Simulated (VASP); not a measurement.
# TaN (anti NiAs type) (P6_3/mmc) in VASP: single point with PBE

Aim: the single point of TaN (anti NiAs type) with PBE.

Program: VASP 6.6.1. These are calculated values, not measurements. Logs are shortened: lines on timing, memory, paths and dates and some standing lists are left out, and cuts for length are marked.

### 1 The cell of the first run

It takes space group P6_3/mmc (No. 194, hexagonal). The conventional cell has a = 2.678 Å, b = 2.678 Å, c = 5.035 Å, α = 90.00°, β = 90.00°, γ = 120.00°. N (site symmetry -3m) has 6 Ta at 1.99 Å and 8 N at 2.52 to 2.68 Å within 2.7 Å. Within 2.7 Å of Ta (site symmetry -6m2) lie 6 N at 1.99 Å and 6 Ta at 2.68 Å.

### 2 Single point, PBE

File INCAR:

```
PREC = Accurate
ENCUT = 700
EDIFF = 1E-6
ISMEAR = -1
SIGMA = 0.08
LREAL = F
LASPH = T
NELM = 120
ALGO = Normal
ISIF = 2
LWAVE = F
LCHARG = T
GGA = PE
LELF = T
LVHAR = T
NBANDS = 26
GGA_COMPAT = F
```

File KPOINTS:

```
regular mesh
0
Gamma
  13 13 7
```

File POSCAR:

```
TaN
1.0
    2.6783821086      0.0000000000      0.0000000000
   -1.3391910543      2.3195469471      0.0000000000
    0.0000000000      0.0000000000      5.0345752911
N Ta
2 2
Direct
    0.0000000000      0.0000000000      0.0000000000
    0.0000000000      0.0000000000      0.5000000000
    0.3333333333      0.6666666667      0.2500000000
    0.6666666667      0.3333333333      0.7500000000
```

Potentials or basis: VASP PAW PBE potentials, release 64 (N, Ta_sv_GW).

On the command line:

```bash
> cat potpaw_PBE.64/N/POTCAR potpaw_PBE.64/Ta_sv_GW/POTCAR > POTCAR
> mpirun -np 1 vasp_std > vasp.out
```

OUTCAR:

```text
PREC = Accurate
   ENCUT = 700
   EDIFF = 1E-6
   ISMEAR = -1
   LREAL = F
   LASPH = T
   NELM = 120
   ISIF = 2
   GGA = PE

 ion  position               nearest neighbor table
   1  0.000  0.000  0.000-   3 1.99   4 1.99   4 1.99   3 1.99   4 1.99   3 1.99
   2  0.000  0.000  0.500-   3 1.99   4 1.99   4 1.99   3 1.99   4 1.99   3 1.99
   3  0.333  0.667  0.250-   1 1.99   2 1.99   1 1.99   2 1.99   1 1.99   2 1.99   4 2.95   4 2.95
                             4 2.95   4 2.95   4 2.95   4 2.95
   4  0.667  0.333  0.750-   1 1.99   2 1.99   1 1.99   2 1.99   1 1.99   2 1.99   3 2.95   3 2.95
                             3 2.95   3 2.95   3 2.95   3 2.95

  LATTYP: Found a hexagonal cell.
 ALAT       =     2.6783821086
 C/A-ratio  =     1.8797076321

  Lattice vectors:

 A1 = (   2.6783821086,   0.0000000000,   0.0000000000)
 A2 = (  -1.3391910543,   2.3195469471,   0.0000000000)
 A3 = (   0.0000000000,   0.0000000000,   5.0345752911)

Analysis of symmetry for initial positions (statically):
=====================================================================
 Subroutine PRICEL returns:
 Original cell was already a primitive cell.

 Routine SETGRP: Setting up the symmetry group for a
 hexagonal supercell.

 Subroutine GETGRP returns: Found 24 space group operations
 (whereof 12 operations were pure point group operations)
 out of a pool of 24 trial point group operations.

The static configuration has the point symmetry D_3d.
 The point group associated with its full space group is D_6h.

Analysis of symmetry for dynamics (positions and initial velocities):
=====================================================================
 Subroutine PRICEL returns:
 Original cell was already a primitive cell.

 Routine SETGRP: Setting up the symmetry group for a
 hexagonal supercell.

 Subroutine GETGRP returns: Found 24 space group operations
 (whereof 12 operations were pure point group operations)
 out of a pool of 24 trial point group operations.

The dynamic configuration has the point symmetry D_3d.
 The point group associated with its full space group is D_6h.

 Subroutine INISYM returns: Found 24 space group operations
 (whereof 12 operations are pure point group operations),
 and found     1 'primitive' translations

----------------------------------------------------------------------------------------

                                     Primitive cell

  volume of cell :      31.2780

  direct lattice vectors                    reciprocal lattice vectors
     2.678382109  0.000000000  0.000000000     0.373359722  0.215559336  0.000000000
    -1.339191054  2.319546947  0.000000000     0.000000000  0.431118672  0.000000000
     0.000000000  0.000000000  5.034575291     0.000000000  0.000000000  0.198626486

  length of vectors
     2.678382109  2.678382109  5.034575291     0.431118672  0.431118672  0.198626486

  position of ions in fractional coordinates (direct lattice)
     0.000000000  0.000000000  0.000000000
     0.000000000  0.000000000  0.500000000
     0.333333333  0.666666667  0.250000000
     0.666666667  0.333333333  0.750000000

  ion indices of the primitive-cell ions
   primitive index   ion index
                 1           1
                 2           2
                 3           3
                 4           4

----------------------------------------------------------------------------------------

 KPOINTS: regular mesh

Automatic generation of k-mesh.
 Grid dimensions read from file:
 generate k-points for:   13   13    7

 Generating k-lattice:

  Cartesian coordinates                     Fractional coordinates (reciprocal lattice)
     0.028719979  0.016581487  0.000000000     0.076923077  0.000000000  0.000000000
     0.000000000  0.033162975  0.000000000     0.000000000  0.076923077  0.000000000
     0.000000000  0.000000000  0.028375212     0.000000000  0.000000000  0.142857143

  Length of vectors
     0.033162975  0.033162975  0.028375212

  Shift w.r.t. Gamma in fractional coordinates (k-lattice)
     0.000000000  0.000000000  0.000000000

 Subroutine IBZKPT returns following result:
 ===========================================

 Found     84 irreducible k-points:

 Following reciprocal coordinates:
            Coordinates               Weight
  0.000000  0.000000  0.000000      1.000000
  0.076923  0.000000  0.000000      6.000000
  0.153846  0.000000  0.000000      6.000000
  0.230769  0.000000  0.000000      6.000000
  0.307692  0.000000  0.000000      6.000000
  0.384615  0.000000  0.000000      6.000000
[... 16 lines left out ...]
  0.076923  0.000000  0.142857     12.000000
  0.153846  0.000000  0.142857     12.000000
 [... further k-points ...]
   k-points           NKPTS =     84   k-points in BZ     NKDIM =     84   number of bands    NBANDS=     26
   number of dos      NEDOS =    301   number of ions     NIONS =      4
   total plane-waves  NPLWV =  27648
   dimension x,y,z NGX =    24 NGY =   24 NGZ =   48
   dimension x,y,z NGXF=    48 NGYF=   48 NGZF=   96
   ions per type =               2   2
   NGX,Y,Z   is equivalent  to a cutoff of  14.90, 14.90, 15.85 a.u.
   NGXF,Y,Z  is equivalent  to a cutoff of  29.79, 29.79, 31.70 a.u.
 SYSTEM =  unknown system
   PREC   = accura    normal or accurate (medium, high low for compatibility)
   ISTART =      0    job   : 0-new  1-cont  2-samecut
   ICHARG =      2    charge: 1-file 2-atom 10-const
   ISPIN  =      1    spin polarized calculation?
   LNONCOLLINEAR =      F non collinear calculations
   LSORBIT =      F    spin-orbit coupling
   LASPH  =      T    aspherical Exc in radial PAW
   ENCUT  =  700.0 eV  51.45 Ry    7.17 a.u.   5.78  5.78 10.86*2*pi/ulx,y,z
   NELM   =    120;   NELMIN=  2; NELMDL= -5     # of ELM steps
   EDIFF  = 0.1E-05   stopping-criterion for ELM
   LREAL  =      F    real-space projection
   EDIFFG = 0.1E-04   stopping-criterion for IOM
   NSW    =      0    number of steps for IOM
   IBRION =     -1    ionic relax: 0-MD 1-quasi-New 2-CG
   NFREE  =      0    steps in history (QN), initial steepest desc. (CG)
   ISIF   =      2    stress and relaxation
   ISYM   =      2    0-nonsym 1-usesym 2-fastsym
   POTIM  = 0.5000    time-step for ionic-motion
   TEBEG  =    0.0;   TEEND  =   0.0 temperature during run
   PSTRESS=    0.0 pullay stress
   NELECT =      36.0000    total number of electrons
   NUPDOWN=      -1.0000    fix difference up-down
   EMIN   =  10.00;   EMAX   =-10.00  energy-range for DOS
   EFERMI =   0.00;   METHOD = LEGACY
   ISMEAR =    -1;   SIGMA  =   0.08  broadening in eV -4-tet -1-fermi 0-gaus
   EFERMI_NEDOS =   21; number of points for ismear=-14 and -15
   IALGO  =     38    algorithm
   IMIX   =      4    mixing-type and parameters
     AMIX     =   0.40;   BMIX     =  1.00
     AMIX_MAG =   1.60;   BMIX_MAG =  1.00
  volume/ion in A,a.u.               =       7.82        52.77
  Fermi-wavevector in a.u.,A,eV,Ry     =   1.715653  3.242114 40.048281  2.943466
  Thomas-Fermi vector in A             =   2.792985
   LORBIT       =      0    0 simple, 1 ext, 2 COOP (PROOUT), +10 PAW based schemes
   GGA     = PE    functional components
   LHFCALC =     F    Hartree Fock is set to
   AEXX    =    0.0000 exact exchange contribution
   IVDW    =     0    specifies the selected vdW correction
   LEPSILON=     F    determine dielectric tensor
   LRPA    =     F    only Hartree local field effects (RPA)
 non-spin polarized calculation
  energy-cutoff  :      700.00
  volume of cell :       31.28
 maximum number of plane-waves:      1328
 NGX is ok and might be reduce to    24
   NGX = 11   NGY = 11   NGZ = 21

 number of electron      35.9999997 magnetization

 Free energy of the ion-electron system (eV)
  ---------------------------------------------------
  ext. energy  EPLUGINS =         0.00000000
  ---------------------------------------------------
  free energy    TOTEN  =       -43.70065145 eV

  energy without entropy =      -43.69196501  energy(sigma->0) =      -43.69630823

 E-fermi :  18.8454     XC(G=0): -15.6826

 val. band max:       18.8002088520   @ k =   0.3846   0.1538   0.1429
 cond. band min:      18.8577513052   @ k =   0.3846   0.0769   0.1429
 fundamental gap:      0.0575424532
 Fermi energy:        18.8454126918

 k-point     1 :       0.0000    0.0000    0.0000
  band No.  band energies     occupation
      1     -50.0661      2.00000
      2     -49.9300      2.00000
      3     -18.4876      2.00000
      4     -16.4883      2.00000
      5     -15.7360      2.00000
      6     -15.7360      2.00000
[... 18 lines left out ...]
     25      24.0763      0.00000
     26      26.8169      0.00000

 k-point     2 :       0.0769    0.0000    0.0000
  band No.  band energies     occupation
      1     -50.0497      2.00000
      2     -49.9171      2.00000
      3     -18.4314      2.00000
      4     -16.4805      2.00000
      5     -15.9175      2.00000
      6     -15.8248      2.00000
[... 18 lines left out ...]
     25      24.0491      0.00000
     26      25.9586      0.00000

 k-point     3 :       0.1538    0.0000    0.0000
  band No.  band energies     occupation
      1     -50.0039      2.00000
      2     -49.8814      2.00000
      3     -18.2694      2.00000
      4     -16.4625      2.00000
      5     -16.4088      2.00000
      6     -16.2513      2.00000
[... 18 lines left out ...]
     25      24.4924      0.00000
     26      24.6659      0.00000

 k-point     4 :       0.2308    0.0000    0.0000
  band No.  band energies     occupation
      1     -49.9378      2.00000
      2     -49.8315      2.00000
      3     -18.0220      2.00000
      4     -17.0520      2.00000
      5     -16.8075      2.00000
      6     -16.4493      2.00000
[... 18 lines left out ...]
     25      24.1432      0.00000
     26      26.3434      0.00000
[... 496 lines left out ...]
      1     -50.0594      2.00000
      2     -49.9369      2.00000
      3     -18.4026      2.00000
      4     -16.6061      2.00000
      5     -15.7321      2.00000
      6     -15.7321      2.00000
[... 18 lines left out ...]
     25      23.7474      0.00000
     26      26.2273      0.00000

 k-point    23 :       0.0769    0.0000    0.1429
  band No.  band energies     occupation
      1     -50.0432      2.00000
      2     -49.9237      2.00000
      3     -18.3492      2.00000
      4     -16.6006      2.00000
      5     -15.9100      2.00000
      6     -15.8236      2.00000
[... 18 lines left out ...]
     25      23.6853      0.00000
     26      25.4800      0.00000

 k-point    24 :       0.1538    0.0000    0.1429
  band No.  band energies     occupation
      1     -49.9978      2.00000
      2     -49.8875      2.00000
      3     -18.1964      2.00000
      4     -16.6205      2.00000
      5     -16.3679      2.00000
      6     -16.2277      2.00000
[... 18 lines left out ...]
     25      24.4160      0.00000
     26      24.8981      0.00000

 [... further k-points ...]

------------------------ aborting loop because EDIFF is reached ----------------------------------------

  FORCE on cell =-STRESS in cart. coord.  units (eV):
  Direction    XX          YY          ZZ          XY          YZ          ZX
  --------------------------------------------------------------------------------------
  -------------------------------------------------------------------------------------
  Total       41.4729005     41.4729005     41.5733208      0.0000000     -0.0000000      0.0000000
  in kB     2124.4007703   2124.4007704   2129.5446819      0.0000000     -0.0000000      0.0000000
  external PRESSURE =    2126.1154075 kB  Pullay stress =       0.0000000 kB

 VOLUME and BASIS-vectors are now :
 -----------------------------------------------------------------------------
  energy-cutoff  :      700.00
  volume of cell :       31.28
      direct lattice vectors                 reciprocal lattice vectors
     2.678382109  0.000000000  0.000000000     0.373359722  0.215559336  0.000000000
    -1.339191054  2.319546947  0.000000000     0.000000000  0.431118672  0.000000000
     0.000000000  0.000000000  5.034575291     0.000000000  0.000000000  0.198626486

 POSITION                                       TOTAL-FORCE (eV/Angst)
 -----------------------------------------------------------------------------------
      0.00000      0.00000      0.00000         0.000000      0.000000     -0.000000
      0.00000      0.00000      2.51729         0.000000      0.000000     -0.000000
     -0.00000      1.54636      1.25864        -0.000000     -0.000000      0.000000
      1.33919      0.77318      3.77593         0.000000      0.000000     -0.000000
 -----------------------------------------------------------------------------------
    total drift:                               -0.000000      0.000000     -0.000000

  FREE ENERGIE OF THE ION-ELECTRON SYSTEM (eV)
  ---------------------------------------------------
  free  energy   TOTEN  =       -43.7006514477 eV

  energy  without entropy=      -43.6919650129  energy(sigma->0) =      -43.69630823
```

Wall time 55 s (1 thread of Intel Xeon Platinum 8375C at 2.90GHz (Ice Lake), shared host); peak memory 0.25 GiB.

What came out:

```
Free energy            : -43.7007 eV
Pressure               : 212.6 GPa
Band gap on the k mesh : zero (bands 18 and 19 overlap by 2.71 eV)
```

Stress tensor (GPa, compression positive):
```
212.44   0.00   0.00
  0.00 212.44   0.00
  0.00   0.00 212.95
```

Levels at points of the mesh, in eV from the Fermi level:
| k point | band 15 | band 16 | band 17 | band 18 | band 19 | band 20 | band 21 | band 22 |
| --- | --- | --- | --- | --- | --- | --- | --- | --- |
| (0.00, 0.00, 0.00) | -6.06 | -4.87 | -4.06 | -1.79 | -1.79 | 0.50 | 0.50 | 0.59 |

Caveat: the cell stands under pressure; spin-orbit coupling is left out, which moves the levels of the heavy elements.

The gap in the log of VASP goes by the Fermi energy; the results here count the filled bands.